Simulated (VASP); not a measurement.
Here is a VASP 6.6.1 calculation.

File INCAR:

```
SYSTEM = SiB6
PREC     = Accurate       ! precision mode
ENCUT    = 600            ! plane-wave cutoff, eV
EDIFF    = 1E-6           ! SCF threshold, eV
ISMEAR   = 0              ! smearing method
SIGMA    = 0.1            ! smearing width, eV
LREAL    = .False.        ! projectors in reciprocal space
LASPH    = .True.         ! aspherical terms in the spheres
NELM     = 80             ! most SCF steps
ALGO     = Normal         ! electronic algorithm
ISIF     = 3              ! what is computed and relaxed
LWAVE    = .False.        ! write WAVECAR
LCHARG   = .False.        ! write CHGCAR
GGA      = PE             ! functional
IBRION   = 2              ! ionic algorithm
NSW      = 100            ! ionic steps
EDIFFG   = -0.01          ! ionic threshold
```

The input KPOINTS:

```
regular mesh
0
Gamma
  12 12 6
  0 0 0
```

POSCAR

```
SiB6
1.0
    3.6422241684      0.0000000000      0.0000000000
   -1.8211120842      3.1542586561      0.0000000000
    0.0000000000      0.0000000000      7.5335577165
Si B
1 6
Direct
    0.0000000000      0.0000000000      0.5000000000
    0.3333333333      0.6666666667      0.0000000000
    0.6666666667      0.3333333333      0.0000000000
    0.5000000000      0.0000000000      0.5000000000
    0.0000000000      0.5000000000      0.5000000000
    0.5000000000      0.5000000000      0.5000000000
    0.0000000000      0.0000000000      0.0000000000
```

Potentials or basis: VASP PAW PBE potentials, release 64 (Si, B).

Command:

```bash
$ cat potpaw_PBE.64/Si/POTCAR potpaw_PBE.64/B/POTCAR > POTCAR
$ mpirun -np 1 vasp_std > vasp.out
```

(1) What does it give for the relaxed cell?

(2) Predict the band gap on the k mesh.

(3) What does it give for the relaxed volume?

Answers

(1) a = 3.662 Å, b = 3.662 Å, c = 6.921 Å, α = 90.00°, β = 90.00°, γ = 120.00°.

(2) zero (band 11 reaches 5.40 eV, above the bottom of band 12 at 3.42 eV).

(3) 11.49 Å³/atom.
